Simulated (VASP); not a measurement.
# ZnS (Imm2) in VASP: a series of runs

ZnS is run at these levels: PBE; tasks: single point.

Program: VASP 6.6.1. These are calculated values, not measurements. Logs are shortened: lines on timing, memory, paths and dates and some standing lists are left out, and cuts for length are marked.

**1. The cell of the first run**

The structure is orthorhombic, space group Imm2 (No. 44). Conventional cell: a = 3.810 Å, b = 3.858 Å, c = 5.456 Å, α = 90.00°, β = 90.00°, γ = 90.00°. Within 3.1 Å of Zn (site symmetry mm2) lie 4 S at 2.34 to 2.36 Å. Within 3.1 Å of S (site symmetry mm2) lie 4 Zn at 2.34 to 2.36 Å.

**2. Single point, PBE (uniaxial strain along a: -1.0 %)**

File INCAR:

```
ALGO     = Normal         # electronic algorithm
EDIFF    = 1E-6           # SCF threshold, eV
ENCUT    = 520            # plane-wave cutoff, eV
GGA      = PE             # functional
ISIF     = 2              # what is computed and relaxed
ISMEAR   = 0              # smearing method
LASPH    = T              # aspherical terms in the spheres
LCHARG   = F              # write CHGCAR
LREAL    = F              # projectors in reciprocal space
LWAVE    = F              # write WAVECAR
NBANDS   = 26             # bands
NELM     = 100            # most SCF steps
PREC     = Accurate       # precision mode
SIGMA    = 0.02           # smearing width, eV
```

File KPOINTS:

```
k-points
0
Gamma
  8 8 6
```

File POSCAR:

```
ZnS
1.0
    2.6939428673      2.6939428673      0.0000000000
   -2.7279572975      2.7279572975      0.0000000000
    0.0000000000      0.0000000000      5.4559145950
Zn S
2 2
Direct
    0.0000000000      0.0000000000      0.0000000000
    0.5000000000      0.5000000000      0.5000000000
    0.5000000000      0.0000000000      0.7500000000
    0.0000000000      0.5000000000      0.2500000000
```

Potentials or basis: VASP PAW PBE potentials, release 64 (Zn, S).

The run is started by

```console
$ cat potpaw_PBE.64/Zn/POTCAR potpaw_PBE.64/S/POTCAR > POTCAR
$ mpirun -np 1 vasp_std > vasp.out
```

OUTCAR:

```text
EDIFF = 1E-6
   ENCUT = 520
   GGA = PE
   ISIF = 2
   ISMEAR = 0
   LASPH = T
   LREAL = F
   NELM = 100
   PREC = Accurate

 ion  position               nearest neighbor table
   1  0.000  0.000  0.000-   3 2.34   3 2.34   4 2.36   4 2.36
   2  0.500  0.500  0.500-   4 2.34   4 2.34   3 2.36   3 2.36
   3  0.500  0.000  0.750-   1 2.34   1 2.34   2 2.36   2 2.36
   4  0.000  0.500  0.250-   2 2.34   2 2.34   1 2.36   1 2.36

  LATTYP: Found a simple orthorhombic cell.
 ALAT       =     3.8098105392
 B/A-ratio  =     1.0126262626
 C/A-ratio  =     1.4320697943

  Lattice vectors:

 A1 = (   2.6939428673,   2.6939428673,   0.0000000000)
 A2 = (  -2.7279572975,   2.7279572975,   0.0000000000)
 A3 = (   0.0000000000,   0.0000000000,   5.4559145950)

Analysis of symmetry for initial positions (statically):
=====================================================================
 Subroutine PRICEL returns following result:

  LATTYP: Found a body centered orthorhombic cell.
 ALAT       =     3.8098105392
 B/A-ratio  =     1.0126262626
 C/A-ratio  =     1.4320697943

  Lattice vectors:

 A1 = (   0.0170072151,  -2.7109500824,  -2.7279572975)
 A2 = (  -0.0170072151,   2.7109500824,  -2.7279572975)
 A3 = (   2.7109500824,  -0.0170072151,   2.7279572975)

   2 primitive cells build up your supercell.

 Routine SETGRP: Setting up the symmetry group for a
 simple orthorhombic supercell.

 Subroutine GETGRP returns: Found  4 space group operations
 (whereof  4 operations were pure point group operations)
 out of a pool of  8 trial point group operations.

The static configuration has the point symmetry C_2v.

Analysis of symmetry for dynamics (positions and initial velocities):
=====================================================================
 Subroutine PRICEL returns following result:

  LATTYP: Found a body centered orthorhombic cell.
 ALAT       =     3.8098105392
 B/A-ratio  =     1.0126262626
 C/A-ratio  =     1.4320697943

  Lattice vectors:

 A1 = (   0.0170072151,  -2.7109500824,  -2.7279572975)
 A2 = (  -0.0170072151,   2.7109500824,  -2.7279572975)
 A3 = (   2.7109500824,  -0.0170072151,   2.7279572975)

   2 primitive cells build up your supercell.

 Routine SETGRP: Setting up the symmetry group for a
 simple orthorhombic supercell.

 Subroutine GETGRP returns: Found  4 space group operations
 (whereof  4 operations were pure point group operations)
 out of a pool of  8 trial point group operations.

The dynamic configuration has the point symmetry C_2v.

 Subroutine INISYM returns: Found  4 space group operations
 (whereof  4 operations are pure point group operations),
 and found     2 'primitive' translations

----------------------------------------------------------------------------------------

                                     Primitive cell

  volume of cell :      40.0953

  direct lattice vectors                    reciprocal lattice vectors
     0.017007215 -2.710950082 -2.727957298     0.183287327 -0.183287327 -0.183287327
    -0.017007215  2.710950082 -2.727957297     0.185601560  0.185601560 -0.183287327
     2.710950082 -0.017007215  2.727957297     0.368888887  0.002314234  0.000000000

  length of vectors
     3.845944697  3.845944697  3.845944697     0.317462962  0.320140786  0.368896146

  position of ions in fractional coordinates (direct lattice)
     0.000000000  0.000000000  0.000000000
     0.250000000  0.750000000  0.500000000

  ion indices of the primitive-cell ions
   primitive index   ion index
                 1           1
                 2           3

----------------------------------------------------------------------------------------

 KPOINTS: k-points

Automatic generation of k-mesh.
 Grid dimensions read from file:
 generate k-points for:    8    8    6

 Generating k-lattice:

  Cartesian coordinates                     Fractional coordinates (reciprocal lattice)
     0.023200195  0.023200195  0.000000000     0.125000000  0.000000000  0.000000000
    -0.022910916  0.022910916  0.000000000     0.000000000  0.125000000  0.000000000
     0.000000000  0.000000000  0.030547888     0.000000000  0.000000000  0.166666667

  Length of vectors
     0.032810031  0.032400928  0.030547888

  Shift w.r.t. Gamma in fractional coordinates (k-lattice)
     0.000000000  0.000000000  0.000000000

 Subroutine IBZKPT returns following result:
 ===========================================

 Found    100 irreducible k-points:

 Following reciprocal coordinates:
            Coordinates               Weight
  0.000000  0.000000  0.000000      1.000000
  0.125000  0.000000  0.000000      2.000000
  0.250000  0.000000  0.000000      2.000000
  0.375000  0.000000  0.000000      2.000000
  0.500000  0.000000  0.000000      1.000000
  0.000000  0.125000  0.000000      2.000000
[... 16 lines left out ...]
  0.250000  0.500000  0.000000      2.000000
  0.375000  0.500000  0.000000      2.000000
 [... further k-points ...]
   k-points           NKPTS =    100   k-points in BZ     NKDIM =    100   number of bands    NBANDS=     26
   number of dos      NEDOS =    301   number of ions     NIONS =      4
   total plane-waves  NPLWV =  35280
   dimension x,y,z NGX =    28 NGY =   30 NGZ =   42
   dimension x,y,z NGXF=    56 NGYF=   60 NGZF=   84
   ions per type =               2   2
   NGX,Y,Z   is equivalent  to a cutoff of  12.22, 12.93, 12.80 a.u.
   NGXF,Y,Z  is equivalent  to a cutoff of  24.44, 25.86, 25.60 a.u.
 SYSTEM =  unknown system
   PREC   = accura    normal or accurate (medium, high low for compatibility)
   ISTART =      0    job   : 0-new  1-cont  2-samecut
   ICHARG =      2    charge: 1-file 2-atom 10-const
   ISPIN  =      1    spin polarized calculation?
   LNONCOLLINEAR =      F non collinear calculations
   LSORBIT =      F    spin-orbit coupling
   LASPH  =      T    aspherical Exc in radial PAW
   ENCUT  =  520.0 eV  38.22 Ry    6.18 a.u.   7.08  7.17 10.14*2*pi/ulx,y,z
   NELM   =    100;   NELMIN=  2; NELMDL= -5     # of ELM steps
   EDIFF  = 0.1E-05   stopping-criterion for ELM
   LREAL  =      F    real-space projection
   EDIFFG = 0.1E-04   stopping-criterion for IOM
   NSW    =      0    number of steps for IOM
   IBRION =     -1    ionic relax: 0-MD 1-quasi-New 2-CG
   NFREE  =      0    steps in history (QN), initial steepest desc. (CG)
   ISIF   =      2    stress and relaxation
   ISYM   =      2    0-nonsym 1-usesym 2-fastsym
   POTIM  = 0.5000    time-step for ionic-motion
   TEBEG  =    0.0;   TEEND  =   0.0 temperature during run
   PSTRESS=    0.0 pullay stress
   NELECT =      36.0000    total number of electrons
   NUPDOWN=      -1.0000    fix difference up-down
   EMIN   =  10.00;   EMAX   =-10.00  energy-range for DOS
   EFERMI =   0.00;   METHOD = LEGACY
   ISMEAR =     0;   SIGMA  =   0.02  broadening in eV -4-tet -1-fermi 0-gaus
   EFERMI_NEDOS =   21; number of points for ismear=-14 and -15
   IALGO  =     38    algorithm
   IMIX   =      4    mixing-type and parameters
     AMIX     =   0.40;   BMIX     =  1.00
     AMIX_MAG =   1.60;   BMIX_MAG =  1.00
  volume/ion in A,a.u.               =      20.05       135.29
  Fermi-wavevector in a.u.,A,eV,Ry     =   1.253529  2.368827 21.379321  1.571336
  Thomas-Fermi vector in A             =   2.387378
   LORBIT       =      0    0 simple, 1 ext, 2 COOP (PROOUT), +10 PAW based schemes
   GGA     = PE    functional components
   LHFCALC =     F    Hartree Fock is set to
   AEXX    =    0.0000 exact exchange contribution
   IVDW    =     0    specifies the selected vdW correction
   LEPSILON=     F    determine dielectric tensor
   LRPA    =     F    only Hartree local field effects (RPA)
 non-spin polarized calculation
 Gauss-broadening in eV      SIGMA  =   0.02
  energy-cutoff  :      520.00
  volume of cell :       80.19
 maximum number of plane-waves:      2188
   NGX = 15   NGY = 15   NGZ = 21

 number of electron      35.9999971 magnetization

 Free energy of the ion-electron system (eV)
  ---------------------------------------------------
  ext. energy  EPLUGINS =         0.00000000
  ---------------------------------------------------
  free energy    TOTEN  =       -13.70110869 eV

  energy without entropy =      -13.70110869  energy(sigma->0) =      -13.70110869

 E-fermi :   2.1177     XC(G=0):  -9.5542

 val. band max:        1.9873310477   @ k =   0.0000   0.0000   0.0000
 cond. band min:       4.0000746320   @ k =   0.0000   0.0000   0.0000
 fundamental gap:      2.0127435843
 Fermi energy:         2.1177159917

 k-point     1 :       0.0000    0.0000    0.0000
  band No.  band energies     occupation
      1     -11.0719      2.00000
      2      -9.8800      2.00000
      3      -4.3319      2.00000
      4      -4.3217      2.00000
      5      -4.3210      2.00000
      6      -4.3127      2.00000
[... 18 lines left out ...]
     25      12.7773      0.00000
     26      13.6790      0.00000

 k-point     2 :       0.1250    0.0000    0.0000
  band No.  band energies     occupation
      1     -10.9935      2.00000
      2      -9.8773      2.00000
      3      -4.3244      2.00000
      4      -4.3015      2.00000
      5      -4.3004      2.00000
      6      -4.2928      2.00000
[... 18 lines left out ...]
     25      12.1439      0.00000
     26      12.9514      0.00000

 k-point     3 :       0.2500    0.0000    0.0000
  band No.  band energies     occupation
      1     -10.7767      2.00000
      2      -9.8923      2.00000
      3      -4.3143      2.00000
      4      -4.2660      2.00000
      5      -4.2549      2.00000
      6      -4.2305      2.00000
[... 18 lines left out ...]
     25      11.2767      0.00000
     26      11.6624      0.00000

 k-point     4 :       0.3750    0.0000    0.0000
  band No.  band energies     occupation
      1     -10.4776      2.00000
      2      -9.9808      2.00000
      3      -4.2437      2.00000
      4      -4.2163      2.00000
      5      -4.2067      2.00000
      6      -4.2016      2.00000
[... 18 lines left out ...]
     25      10.3057      0.00000
     26      10.5892      0.00000
[... 496 lines left out ...]
      1     -10.1658      2.00000
      2     -10.1658      2.00000
      3      -4.2072      2.00000
      4      -4.2072      2.00000
      5      -4.1696      2.00000
      6      -4.1696      2.00000
[... 18 lines left out ...]
     25      11.1189      0.00000
     26      11.1189      0.00000

 k-point    23 :       0.2500    0.5000    0.0000
  band No.  band energies     occupation
      1     -10.0483      2.00000
      2     -10.0483      2.00000
      3      -4.2674      2.00000
      4      -4.2674      2.00000
      5      -4.0925      2.00000
      6      -4.0925      2.00000
[... 18 lines left out ...]
     25      12.3888      0.00000
     26      12.4080      0.00000

 k-point    24 :       0.3750    0.5000    0.0000
  band No.  band energies     occupation
      1      -9.9232      2.00000
      2      -9.9232      2.00000
      3      -4.3144      2.00000
      4      -4.3144      2.00000
      5      -4.0152      2.00000
      6      -4.0152      2.00000
[... 18 lines left out ...]
     25      13.0536      0.00000
     26      13.0562      0.00000

 [... further k-points ...]
[... 5 lines left out ...]
  --------------------------------------------------------------------------------------
  -------------------------------------------------------------------------------------
  Total        0.3249922      0.3249922      0.1941981      0.4135419      0.0000000      0.0000000
  in kB        6.4932191      6.4932191      3.8800027      8.2624069      0.0000000      0.0000000
  external PRESSURE =       5.6221470 kB  Pullay stress =       0.0000000 kB

 VOLUME and BASIS-vectors are now :
 -----------------------------------------------------------------------------
  energy-cutoff  :      520.00
  volume of cell :       80.19
      direct lattice vectors                 reciprocal lattice vectors
     2.693942867  2.693942867  0.000000000     0.185601560  0.185601560  0.000000000
    -2.727957298  2.727957298  0.000000000    -0.183287327  0.183287327  0.000000000
     0.000000000  0.000000000  5.455914595     0.000000000  0.000000000  0.183287327

 POSITION                                       TOTAL-FORCE (eV/Angst)
 -----------------------------------------------------------------------------------
      0.00000      0.00000      0.00000        -0.000000      0.000000      0.065372
     -0.01701      2.71095      2.72796         0.000000     -0.000000      0.065372
      1.34697      1.34697      4.09194        -0.000000      0.000000     -0.065372
     -1.36398      1.36398      1.36398        -0.000000      0.000000     -0.065372
 -----------------------------------------------------------------------------------
    total drift:                               -0.000000      0.000000      0.000018

  FREE ENERGIE OF THE ION-ELECTRON SYSTEM (eV)
  ---------------------------------------------------
  free  energy   TOTEN  =       -13.7011086862 eV

  energy  without entropy=      -13.7011086862  energy(sigma->0) =      -13.70110869
```

Wall time 95 s (1 thread of AMD EPYC 9R45 (Zen 5), shared host); peak memory 0.27 GiB.

Results:

* Free energy: -13.7011 eV
* Pressure: 0.6 GPa
* Largest force: 0.065 eV/Å
* Band gap on the k mesh: 2.01 eV

Forces in eV/Å, atoms in the order of the input:
```
Zn   0.000  0.000  0.065
Zn   0.000  0.000  0.065
S    0.000  0.000 -0.065
S    0.000  0.000 -0.065
```

Levels at points of the mesh, in eV from the valence-band top:
```csv
k point,band 14,band 15,band 16,band 17,band 18,band 19,band 20,band 21,band 22,band 23
"(0.00, 0.00, 0.00)",-2.23,-2.11,-0.05,-0.04,0.00,2.01,3.43,4.10,6.29,6.38
"(0.50, 0.00, 0.00)",-3.95,-2.49,-2.49,-0.92,-0.92,4.73,4.73,6.65,6.65,7.18
"(0.00, 0.50, 0.00)",-3.92,-2.50,-2.50,-0.86,-0.86,4.84,4.84,6.63,6.63,7.23
"(0.50, 0.50, 0.00)",-4.51,-2.21,-2.21,-2.20,-2.20,3.40,3.40,4.03,4.03,10.84
"(0.00, 0.00, 0.50)",-2.60,-1.26,-1.26,-1.17,-1.17,4.40,4.40,4.59,4.59,8.44
"(0.50, 0.00, 0.50)",-5.22,-0.91,-0.91,-0.88,-0.88,3.21,3.21,6.86,6.86,6.90
"(0.00, 0.50, 0.50)",-5.21,-0.87,-0.87,-0.83,-0.83,3.28,3.28,6.87,6.87,7.00
"(0.50, 0.50, 0.50)",-4.53,-2.70,-2.70,-2.69,-2.69,5.65,5.65,5.91,5.91,7.75
```

Caveat: the cell differs from its parent crystal (uniaxial strain along a: -1.0 %).

[end of part 1 of 2]
